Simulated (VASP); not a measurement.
Input of a VASP 6.6.1 run:

File INCAR:

```
ALGO = Fast ; EDIFF = 1E-6
ENCUT = 520 ; GGA = PS
ISIF = 2 ; ISMEAR = 0
LASPH = T ; LCHARG = F
LREAL = F ; LWAVE = F
NBANDS = 36 ; NELM = 60
PREC = Accurate ; SIGMA = 0.15
```

KPOINTS

```
k-points
0
Gamma
  20 20 4
```

Contents of POSCAR:

```
Ir
1.0
    1.9197000000     -1.9197000000      0.0000000000
    1.9197000000      0.0000000000     -1.9197000000
    8.1118127019      8.1118127019      8.1118127019
Ir
6
Direct
    0.6666666667      0.6666666667      0.0788691805
    0.0000000000      0.0000000000      0.8677187552
    0.3333333333      0.3333333333      0.2366390954
    0.6666666667      0.6666666667      0.5521789253
    0.0000000000      0.0000000000      0.3944090104
    0.3333333333      0.3333333333      0.7099488402
```

Potentials or basis: VASP PAW PBE potentials, release 64 (Ir).

Run with:

```console
$ cat potpaw_PBE.64/Ir/POTCAR > POTCAR
$ mpirun -np 1 vasp_std > vasp.out
```

Problem. What does it give for the largest force?

Solution. 0.841 eV/Å.

Problem. Estimate the pressure.

Solution. -9.5 GPa.

Forces on the atoms (eV/Å):
```
Ir  -0.486 -0.486 -0.486
Ir   0.486  0.486  0.486
Ir  -0.325 -0.325 -0.325
Ir   0.067  0.067  0.067
Ir  -0.067 -0.067 -0.067
Ir   0.325  0.325  0.325
```

Caveat: the cell differs from its parent crystal (the distance across one plane changed); the cell stands under tension; the PAW data sets were made with another functional, which shifts forces and pressure a little.
